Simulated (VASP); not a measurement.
Crystal: CS3.

```
C S
1.0
     6.63561    0.00000    0.00000
    -3.31780    5.74660    0.00000
     0.00000    0.00000    2.93921
C S
2 6
Direct
  0.66667 0.33333 0.25000
  0.33333 0.66667 0.75000
  0.19509 0.39018 0.25000
  0.60982 0.80491 0.25000
  0.19509 0.80491 0.25000
  0.80491 0.19509 0.75000
  0.39018 0.19509 0.75000
  0.80491 0.60982 0.75000
```

The cell was generated, and may not be a known phase.

```yaml
Program: VASP 6.6.1
Task: relaxation of cell and atoms
Functional: PBE
Dispersion: D3(BJ)
Potentials_or_basis: VASP PAW PBE potentials, release 64 (C, S)
Cutoff: 600 eV
k_mesh: 6 × 6 × 12
Occupations: gaussian, width 0.1 eV
Spin: no spin polarisation
```

At the start: pressure 0.3 GPa; volume 14.01 Å³/atom.

**Question.** How do energy, volume and symmetry change on relaxing?

**Answer.** Over 9 steps the energy falls by 6.8 meV/atom and the volume is 13.68 Å³/atom (-2.4 %); space group P6_3/mmc (No. 194, to 0.1 Å) before and after.

The path:
| step | energy change (eV) | largest force (eV/Å) | pressure (GPa) | volume (Å³) |
| --- | --- | --- | --- | --- |
| 1 | 0.0000 | 0.0309 | 0.25 | 112.08 |
| 2 | -0.0248 | 0.1355 | -0.60 | 112.42 |
| 3 | -0.0253 | 0.1537 | -0.72 | 112.48 |
| 4 | -0.0358 | 0.1407 | -0.27 | 111.50 |
| 5 | -0.0474 | 0.1029 | 1.16 | 108.79 |
| 6 | -0.0525 | 0.0401 | 0.69 | 108.88 |
| 7 | -0.0539 | 0.0098 | 0.33 | 108.95 |
| 8 | -0.0543 | 0.0020 | 0.16 | 109.20 |
| 9 | -0.0544 | 0.0045 | -0.01 | 109.44 |

Final structure:
```cif
data_structure
_symmetry_space_group_name_H-M 'P 1'
_symmetry_Int_Tables_number 1
_cell_length_a 6.4694
_cell_length_b 6.4694
_cell_length_c 3.0194
_cell_angle_alpha 90.000
_cell_angle_beta 90.000
_cell_angle_gamma 120.000
_cell_volume 109.44
loop_
_atom_site_label
_atom_site_type_symbol
_atom_site_fract_x
_atom_site_fract_y
_atom_site_fract_z
_atom_site_occupancy
C1 C 0.66667 0.33333 0.25000 1
C2 C 0.33333 0.66667 0.75000 1
S1 S 0.19114 0.38228 0.25000 1
S2 S 0.61772 0.80886 0.25000 1
S3 S 0.19114 0.80886 0.25000 1
S4 S 0.80886 0.19114 0.75000 1
S5 S 0.38228 0.19114 0.75000 1
S6 S 0.80886 0.61772 0.75000 1
```
